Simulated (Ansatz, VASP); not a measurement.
One calculation of Bi2O, two programs

```
Bi O
1.0
     3.53395    0.00000    0.00000
    -1.76697    3.06049    0.00000
     0.00000    0.00000    6.20750
Bi O
2 1
Direct
  0.33333 0.66667 0.26843
  0.66667 0.33333 0.73157
  0.00000 0.00000 0.00000
```

Change from the starting cell: species swapped into the MnBr2 type (P-3m1, No. 164).

Alike in both runs: functional PBE; k mesh 6 × 6 × 4; occupations gaussian, width 0.1 eV; no spin polarisation.

Ansatz relaxed the structure, and its values are those at the end. VASP's run is a single point on that final structure, the one shown.

|  | VASP | Ansatz |
| --- | --- | --- |
| version | VASP 6.6.1 | Ansatz 0.2.0 |
| potentials or method | VASP PAW PBE potentials, release 64 (Bi_d, O), cutoff 520 eV | scalar-relativistic, plane waves, PAW |
| valence electrons in the cell | 36 | 36 |

|  | VASP | Ansatz | Ansatz less VASP |
| --- | --- | --- | --- |
| gap on the k mesh at the Fermi level (eV) | none | none | - |
| pressure (GPa) | -0.1 | -0.1 | +0.05 |
| rms of the force components (eV/Å) | 0.008 | 0.005 | -0.0030 |

A gap of «none» marks a metal or a gap that the smearing closes.

Spin-orbit coupling is off throughout.
